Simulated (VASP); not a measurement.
The system is Pt.

```
CELL_PARAMETERS angstrom
-2.43930 2.43930 1.33186
2.43930 -2.43930 1.33186
2.43930 2.43930 -1.33186
ATOMIC_POSITIONS crystal
Pt 0.00000 0.00000 0.00000
Pt 0.75000 0.25000 0.50000
```

| Property | Result |
| --- | --- |
| Program | VASP 6.6.1 |
| Task | relaxation of cell and atoms |
| Functional | revPBE |
| Potentials or basis | VASP PAW PBE potentials, release 64 (Pt) |
| Cutoff | 600 eV |
| k mesh | 13 × 13 × 9 |
| Occupations | fermi-dirac, width 0.1 eV |
| Spin | no spin polarisation |

At the start: pressure 23.0 GPa; volume 15.85 Å³/atom.

Where does the relaxation end?

Over 10 steps the energy falls by 101.9 meV/atom and the volume is 17.37 Å³/atom (+9.6 %); space group I4_1/amd (No. 141, to 0.1 Å) before and after.

The path:
```
step  energy change (eV)  largest force (eV/Å)  pressure (GPa)  volume (Å³)
   1              0.0000                0.0005           23.01        31.70
   2              0.5855                0.0006          -22.88        43.32
   3             -0.2016                0.0010           -1.63        35.05
   4             -0.2029                0.0010           -0.37        34.81
   5             -0.2029                0.0010           -0.01        34.75
   6             -0.2037                0.0016            0.18        34.71
   7             -0.2037                0.0015            0.13        34.72
   8             -0.2037                0.0015            0.13        34.72
   9             -0.2037                0.0021           -0.19        34.78
  10             -0.2037                0.0018            0.00        34.74
```

Final structure:
```
CELL_PARAMETERS angstrom
-2.52741 2.52776 1.35930
2.52776 -2.52741 1.35930
2.52778 2.52778 -1.35865
ATOMIC_POSITIONS crystal
Pt 0.00001 0.99999 0.00000
Pt 0.74999 0.25001 0.50000
```

Caveat: the PAW data sets were made with another functional, which shifts forces and pressure a little.
